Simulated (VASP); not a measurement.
Set up this calculation in VASP 6.6.1, as the native input.

```
Task                   : single point
Functional             : PBEsol
Potentials or basis    : VASP PAW PBE potentials, release 64 (Al, N)
Cutoff                 : 600 eV
k mesh                 : 8 × 8 × 8
Occupations            : fermi-dirac, width 0.02 eV
Spin                   : no spin polarisation
Dipole correction      : no
Further INCAR settings : ALGO = Normal; EDIFF = 1e-06; NBANDS = 11
```

The structure of AlN lies in POSCAR:

```
AlN
1.0
    0.0000000000      1.9690000000      2.0280700000
    1.9690000000      0.0000000000      2.0280700000
    1.9690000000      1.9690000000      0.0000000000
Al N
1 1
Direct
    0.0000000000      0.0000000000      0.0000000000
    0.5000000000      0.5000000000      0.5000000000
```

One way to write it, as run:

INCAR

```
SYSTEM = AlN
  PREC = Accurate
  ENCUT = 600
  EDIFF = 1E-6
  ISMEAR = -1
  SIGMA = 0.02
  LREAL = .FALSE.
  LASPH = .TRUE.
  NELM = 120
  ALGO = Normal
  ISIF = 2
  LWAVE = .FALSE.
  LCHARG = .FALSE.
  GGA = PS
  NBANDS = 11
  GGA_COMPAT = .FALSE.
```

KPOINTS

```
regular mesh
0
G
  8 8 8
  0 0 0
```

Potentials or basis: VASP PAW PBE potentials, release 64 (Al, N).

The run is started by

```sh
$ cat potpaw_PBE.64/Al/POTCAR potpaw_PBE.64/N/POTCAR > POTCAR
$ mpirun -np 1 vasp_std > vasp.out
```

Results of the run:

* Pressure: 15.1 GPa
* Band gap on the k mesh: 4.82 eV, indirect (least direct gap 6.25 eV)

Caveat: the PAW data sets were made with another functional, which shifts forces and pressure a little.

Wall time 5.8 s on 1 thread of Intel Xeon 6975P-C, with other jobs on the host, peak memory 0.14 GiB.
